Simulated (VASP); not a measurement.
# MgS in VASP: notebook

MgS is run at these levels: PBE; tasks: single point.

All numbers are computed with VASP 6.6.1; they aren't measurements. Logs are shortened: lines on timing, memory, paths and dates and some standing lists are left out, and cuts for length are marked.

## Step 1: The cell of the first run

Symmetry: F-43m, No. 216, cubic system. The conventional cell has a = 5.626 Å, b = 5.626 Å, c = 5.626 Å, α = 90.00°, β = 90.00°, γ = 90.00°. Within 3.2 Å of Mg (site symmetry -43m) lie 4 S at 2.44 Å. S (site symmetry -43m) has 4 Mg at 2.44 Å within 3.2 Å.

## Step 2: Single point, PBE

INCAR

```
SYSTEM = MgS
  PREC = Accurate
  ENCUT = 520
  EDIFF = 1E-6
  ISMEAR = 0
  SIGMA = 0.05
  LREAL = .False.
  LASPH = .True.
  NELM = 100
  ALGO = Normal
  ISIF = 2
  LWAVE = .False.
  LCHARG = .True.
  GGA = PE
  LELF = .True.
  LVHAR = .True.
  NBANDS = 16
  ISYM = 0
```

KPOINTS

```
Automatic mesh
0
Gamma
  9 9 8
  0 0 0
```

POSCAR

```
MgS
1.0
    0.0000000000     -2.8129831394     -2.8129831394
   -2.8129831394      0.0000000000     -2.8129831394
    2.8129831394      2.8129831394     -5.6259662788
Mg S
2 2
Direct
    0.0000000000      0.0000000000      0.0000000000
    0.5000000000      0.5000000000      0.5000000000
    0.3750000000      0.3750000000      0.8750000000
    0.8750000000      0.8750000000      0.3750000000
```

Potentials or basis: VASP PAW PBE potentials, release 64 (Mg, S).

On the command line:

```
> cat potpaw_PBE.64/Mg/POTCAR potpaw_PBE.64/S/POTCAR > POTCAR
> mpirun -np 1 vasp_std > vasp.out
```

OUTCAR:

```text
SYSTEM = MgS
   PREC = Accurate
   ENCUT = 520
   EDIFF = 1E-6
   ISMEAR = 0
   LREAL = .False.
   LASPH = .True.
   NELM = 100
   ISIF = 2
   GGA = PE
   ISYM = 0

 ion  position               nearest neighbor table
   1  0.000  0.000  0.000-   3 2.44   4 2.44   3 2.44   3 2.44
   2  0.500  0.500  0.500-   3 2.44   4 2.44   4 2.44   4 2.44
   3  0.375  0.375  0.875-   1 2.44   1 2.44   1 2.44   2 2.44
   4  0.875  0.875  0.375-   2 2.44   2 2.44   1 2.44   2 2.44

IMPORTANT INFORMATION: All symmetrisations will be switched off!
NOSYMM: (Re-)initialisation of all symmetry stuff for point group C_1.

----------------------------------------------------------------------------------------

                                     Primitive cell

  volume of cell :      89.0351

  direct lattice vectors                    reciprocal lattice vectors
     0.000000000 -2.812983139 -2.812983139     0.088873622 -0.266620866 -0.088873622
    -2.812983139  0.000000000 -2.812983139    -0.266620866  0.088873622 -0.088873622
     2.812983139  2.812983139 -5.625966279     0.088873622  0.088873622 -0.088873622

  length of vectors
     3.978158906  3.978158906  6.890373347     0.294760458  0.294760458  0.153933629

  position of ions in fractional coordinates (direct lattice)
     0.000000000  0.000000000  0.000000000
     0.500000000  0.500000000  0.500000000
     0.375000000  0.375000000  0.875000000
     0.875000000  0.875000000  0.375000000

  ion indices of the primitive-cell ions
   primitive index   ion index
                 1           1
                 2           2
                 3           3
                 4           4

----------------------------------------------------------------------------------------

 KPOINTS: Automatic mesh

Automatic generation of k-mesh.
 Grid dimensions read from file:
 generate k-points for:    9    9    8

 Generating k-lattice:

  Cartesian coordinates                     Fractional coordinates (reciprocal lattice)
     0.009874847 -0.029624541 -0.009874847     0.111111111  0.000000000  0.000000000
    -0.029624541  0.009874847 -0.009874847     0.000000000  0.111111111  0.000000000
     0.011109203  0.011109203 -0.011109203     0.000000000  0.000000000  0.125000000

  Length of vectors
     0.032751162  0.032751162  0.019241704

  Shift w.r.t. Gamma in fractional coordinates (k-lattice)
     0.000000000  0.000000000  0.000000000

 -----------------------------------------------------------------------------
|                                                                             |
|           W    W    AA    RRRRR   N    N  II  N    N   GGGG   !!!           |
|           W    W   A  A   R    R  NN   N  II  NN   N  G    G  !!!           |
|           W    W  A    A  R    R  N N  N  II  N N  N  G       !!!           |
|           W WW W  AAAAAA  RRRRR   N  N N  II  N  N N  G  GGG   !            |
|           WW  WW  A    A  R   R   N   NN  II  N   NN  G    G                |
|           W    W  A    A  R    R  N    N  II  N    N   GGGG   !!!           |
|                                                                             |
|     Your reciprocal lattice and k-lattice belong to different lattice       |
|     classes:                                                                |
|                                                                             |
|        The reciprocal lattice is rhombohedral (trigonal),                   |
|        whereas your k-lattice is base-centered monoclinic.                  |
|                                                                             |
|     Results are often still useful ...                                      |
|                                                                             |
 -----------------------------------------------------------------------------

 WARNING: IBZKPT: internal override: KBLOWUP is changed to .FALSE.
      ... skipping the blow-up phase ...

 Subroutine IBZKPT returns following result:
 ===========================================

 Found    325 irreducible k-points:

 Following reciprocal coordinates:
            Coordinates               Weight
  0.000000  0.000000  0.000000      1.000000
  0.111111  0.000000 -0.000000      2.000000
  0.222222  0.000000 -0.000000      2.000000
  0.333333  0.000000 -0.000000      2.000000
  0.444444  0.000000 -0.000000      2.000000
  0.000000  0.111111 -0.000000      2.000000
[... 16 lines left out ...]
 -0.111111  0.222222 -0.000000      2.000000
  0.000000  0.333333 -0.000000      2.000000
 [... further k-points ...]
   k-points           NKPTS =    325   k-points in BZ     NKDIM =    325   number of bands    NBANDS=     16
   number of dos      NEDOS =    301   number of ions     NIONS =      4
   total plane-waves  NPLWV =  48600
   dimension x,y,z NGX =    30 NGY =   30 NGZ =   54
   dimension x,y,z NGXF=    60 NGYF=   60 NGZF=  108
   ions per type =               2   2
   NGX,Y,Z   is equivalent  to a cutoff of  12.54, 12.54, 13.03 a.u.
   NGXF,Y,Z  is equivalent  to a cutoff of  25.07, 25.07, 26.06 a.u.
 SYSTEM =  MgS
   PREC   = accura    normal or accurate (medium, high low for compatibility)
   ISTART =      0    job   : 0-new  1-cont  2-samecut
   ICHARG =      2    charge: 1-file 2-atom 10-const
   ISPIN  =      1    spin polarized calculation?
   LNONCOLLINEAR =      F non collinear calculations
   LSORBIT =      F    spin-orbit coupling
   LASPH  =      T    aspherical Exc in radial PAW
   ENCUT  =  520.0 eV  38.22 Ry    6.18 a.u.   7.40  7.40 12.81*2*pi/ulx,y,z
   NELM   =    100;   NELMIN=  2; NELMDL= -5     # of ELM steps
   EDIFF  = 0.1E-05   stopping-criterion for ELM
   LREAL  =      F    real-space projection
   EDIFFG = 0.1E-04   stopping-criterion for IOM
   NSW    =      0    number of steps for IOM
   IBRION =     -1    ionic relax: 0-MD 1-quasi-New 2-CG
   NFREE  =      0    steps in history (QN), initial steepest desc. (CG)
   ISIF   =      2    stress and relaxation
   ISYM   =      0    0-nonsym 1-usesym 2-fastsym
   POTIM  = 0.5000    time-step for ionic-motion
   TEBEG  =    0.0;   TEEND  =   0.0 temperature during run
   PSTRESS=    0.0 pullay stress
   NELECT =      16.0000    total number of electrons
   NUPDOWN=      -1.0000    fix difference up-down
   EMIN   =  10.00;   EMAX   =-10.00  energy-range for DOS
   EFERMI =   0.00;   METHOD = LEGACY
   ISMEAR =     0;   SIGMA  =   0.05  broadening in eV -4-tet -1-fermi 0-gaus
   EFERMI_NEDOS =   21; number of points for ismear=-14 and -15
   IALGO  =     38    algorithm
   IMIX   =      4    mixing-type and parameters
     AMIX     =   0.40;   BMIX     =  1.00
     AMIX_MAG =   1.60;   BMIX_MAG =  1.00
  volume/ion in A,a.u.               =      22.26       150.21
  Fermi-wavevector in a.u.,A,eV,Ry     =   0.923835  1.745795 11.612177  0.853471
  Thomas-Fermi vector in A             =   2.049515
   LORBIT       =      0    0 simple, 1 ext, 2 COOP (PROOUT), +10 PAW based schemes
   GGA     = PE    functional components
   LHFCALC =     F    Hartree Fock is set to
   AEXX    =    0.0000 exact exchange contribution
   IVDW    =     0    specifies the selected vdW correction
   LEPSILON=     F    determine dielectric tensor
   LRPA    =     F    only Hartree local field effects (RPA)
 non-spin polarized calculation
 Gauss-broadening in eV      SIGMA  =   0.05
  energy-cutoff  :      520.00
  volume of cell :       89.04
 maximum number of plane-waves:      2437
 NGX is ok and might be reduce to    30
   NGX = 15   NGY = 15   NGZ = 25

 number of electron      16.0000001 magnetization

 Free energy of the ion-electron system (eV)
  ---------------------------------------------------
  ext. energy  EPLUGINS =         0.00000000
  ---------------------------------------------------
  free energy    TOTEN  =       -16.92496094 eV

  energy without entropy =      -16.92496094  energy(sigma->0) =      -16.92496094

 E-fermi :   1.4140     XC(G=0):  -8.4635

 val. band max:        1.1827977335   @ k =   0.0000   0.0000   0.0000
 cond. band min:       4.7366604436   @ k =   0.0000   0.0000   0.0000
 fundamental gap:      3.5538627100
 Fermi energy:         1.4140346821

 k-point     1 :       0.0000    0.0000    0.0000
  band No.  band energies     occupation
      1     -10.1480      2.00000
      2      -9.4386      2.00000
      3      -2.0077      2.00000
      4       0.8508      2.00000
      5       0.8508      2.00000
      6       1.1828      2.00000
[... 8 lines left out ...]
     15       9.1820      0.00000
     16       9.8811      0.00000

 k-point     2 :       0.1111    0.0000   -0.0000
  band No.  band energies     occupation
      1     -10.0816      2.00000
      2      -9.4068      2.00000
      3      -1.9001      2.00000
      4       0.4846      2.00000
      5       0.7124      2.00000
      6       0.7880      2.00000
[... 8 lines left out ...]
     15       9.3878      0.00000
     16      10.2427      0.00000

 k-point     3 :       0.2222    0.0000   -0.0000
  band No.  band energies     occupation
      1      -9.8988      2.00000
      2      -9.3301      2.00000
      3      -1.5961      2.00000
      4      -0.2761      2.00000
      5      -0.1734      2.00000
      6       0.6435      2.00000
[... 8 lines left out ...]
     15       9.9528      0.00000
     16      10.1044      0.00000

 k-point     4 :       0.3333    0.0000   -0.0000
  band No.  band energies     occupation
      1      -9.6502      2.00000
      2      -9.2628      2.00000
      3      -1.2606      2.00000
      4      -0.9612      2.00000
      5      -0.8485      2.00000
      6       0.5057      2.00000
[... 8 lines left out ...]
     15      10.2222      0.00000
     16      10.7574      0.00000

 k-point     5 :       0.4444    0.0000   -0.0000
  band No.  band energies     occupation
      1      -9.4157      2.00000
      2      -9.2769      2.00000
      3      -1.4820      2.00000
      4      -1.4320      2.00000
      5      -0.4487      2.00000
      6       0.1193      2.00000
[... 8 lines left out ...]
     15      10.4055      0.00000
     16      10.7015      0.00000

 k-point     6 :       0.0000    0.1111   -0.0000
  band No.  band energies     occupation
      1     -10.0816      2.00000
      2      -9.4068      2.00000
      3      -1.9001      2.00000
      4       0.4846      2.00000
      5       0.7124      2.00000
      6       0.7880      2.00000
[... 8 lines left out ...]
     15       9.3878      0.00000
     16      10.2427      0.00000
[... 267 lines left out ...]
 k-point    21 :      -0.3333    0.2222    0.0000
  band No.  band energies     occupation
      1      -9.3702      2.00000
      2      -9.2187      2.00000
      3      -1.3748      2.00000
      4      -1.2254      2.00000
      5      -0.6429      2.00000
      6      -0.4161      2.00000
[... 8 lines left out ...]
     15      10.2324      0.00000
     16      10.4911      0.00000

 k-point    22 :      -0.2222    0.2222    0.0000
  band No.  band energies     occupation
      1      -9.5543      2.00000
      2      -9.2076      2.00000
      3      -1.1669      2.00000
      4      -1.1482      2.00000
      5      -0.7127      2.00000
      6      -0.0921      2.00000
[... 8 lines left out ...]
     15       9.8493      0.00000
     16      10.0523      0.00000

 k-point    23 :      -0.1111    0.2222   -0.0000
  band No.  band energies     occupation
      1      -9.7530      2.00000
      2      -9.2628      2.00000
      3      -1.3794      2.00000
      4      -0.7030      2.00000
      5      -0.6003      2.00000
      6       0.3393      2.00000
[... 8 lines left out ...]
     15       9.8476      0.00000
     16      10.5757      0.00000

 k-point    24 :       0.0000    0.3333   -0.0000
  band No.  band energies     occupation
      1      -9.6502      2.00000
      2      -9.2628      2.00000
      3      -1.2606      2.00000
      4      -0.9612      2.00000
      5      -0.8485      2.00000
      6       0.5057      2.00000
[... 8 lines left out ...]
     15      10.2222      0.00000
     16      10.7574      0.00000

 [... further k-points ...]
[... 5 lines left out ...]
  --------------------------------------------------------------------------------------
  -------------------------------------------------------------------------------------
  Total        1.1716803      1.1716805      1.1718063      0.0000138      0.0001064      0.0001029
  in kB       21.0842586     21.0842630     21.0865267      0.0002489      0.0019148      0.0018514
  external PRESSURE =      21.0850161 kB  Pullay stress =       0.0000000 kB

 VOLUME and BASIS-vectors are now :
 -----------------------------------------------------------------------------
  energy-cutoff  :      520.00
  volume of cell :       89.04
      direct lattice vectors                 reciprocal lattice vectors
     0.000000000 -2.812983139 -2.812983139     0.088873622 -0.266620866 -0.088873622
    -2.812983139  0.000000000 -2.812983139    -0.266620866  0.088873622 -0.088873622
     2.812983139  2.812983139 -5.625966279     0.088873622  0.088873622 -0.088873622

 POSITION                                       TOTAL-FORCE (eV/Angst)
 -----------------------------------------------------------------------------------
      0.00000      0.00000      0.00000         0.000002      0.000002      0.000003
      0.00000      0.00000     -5.62597         0.000002      0.000002      0.000002
      1.40649      1.40649     -7.03246        -0.000002     -0.000002     -0.000002
     -1.40649     -1.40649     -7.03246        -0.000001     -0.000002     -0.000003
 -----------------------------------------------------------------------------------
    total drift:                               -0.000006     -0.000007     -0.000008

  FREE ENERGIE OF THE ION-ELECTRON SYSTEM (eV)
  ---------------------------------------------------
  free  energy   TOTEN  =       -16.9249609367 eV

  energy  without entropy=      -16.9249609367  energy(sigma->0) =      -16.92496094
```

Wall time 9 min (1 thread of AMD EPYC 7R13, shared host); peak memory 0.5 GiB.

Results:

```
Free energy            : -16.9250 eV
Pressure               : 2.1 GPa
Band gap on the k mesh : 3.55 eV
```

A k mesh can miss the band edges.

## Step 3: Single point, PBE

INCAR

```
ALGO = Normal
EDIFF = 1E-7
ENCUT = 520
GGA = PE
ISIF = 2
ISMEAR = 0
ISYM = 0
LASPH = T
LCHARG = F
LREAL = F
LWAVE = F
NBANDS = 16
NELM = 100
PREC = Accurate
SIGMA = 0.05
```

KPOINTS

```
k-points
0
Gamma
  9 9 8
```

POSCAR

```
MgS
1.0
    0.0000000000     -2.8129831394     -2.8129831394
   -2.8129831394      0.0000000000     -2.8129831394
    2.8129831394      2.8129831394     -5.6259662788
Mg S
2 2
Direct
    0.0017733441      0.0017733441     -0.0053203310
    0.4982266559      0.4982266559      0.5053203310
    0.3757699426      0.3757699426      0.8726904190
    0.8742300574      0.8742300574      0.3773095810
```

Potentials or basis: VASP PAW PBE potentials, release 64 (Mg, S).

On the command line:

```
> cat potpaw_PBE.64/Mg/POTCAR potpaw_PBE.64/S/POTCAR > POTCAR
> mpirun -np 1 vasp_std > vasp.out
```

It took 10 min on 1 thread of AMD EPYC 7R13, shared host; peak memory 0.5 GiB.

Results (log left out):

* Free energy: -16.9087 eV
* Pressure: 2.2 GPa
* Largest force: 0.403 eV/Å
* Band gap on the k mesh: 3.50 eV

Forces in eV/Å, atoms in the order of the input:
```
Mg   0.199  0.199 -0.199
Mg  -0.232 -0.232  0.232
S    0.147  0.147 -0.147
S   -0.114 -0.114  0.113
```

Stress tensor (GPa, compression positive):
```
 2.17  0.06 -0.06
 0.06  2.17 -0.06
-0.06 -0.06  2.17
```

Levels at points of the mesh, in eV from the valence-band top:
| k point | band 6 | band 7 | band 8 | band 9 | band 10 | band 11 |
| --- | --- | --- | --- | --- | --- | --- |
| (0.00, 0.00, 0.00) | -0.04 | 0.00 | 0.00 | 3.50 | 5.14 | 7.59 |
| (0.00, 0.00, 0.50) | -0.36 | -0.09 | -0.09 | 4.92 | 5.11 | 7.69 |
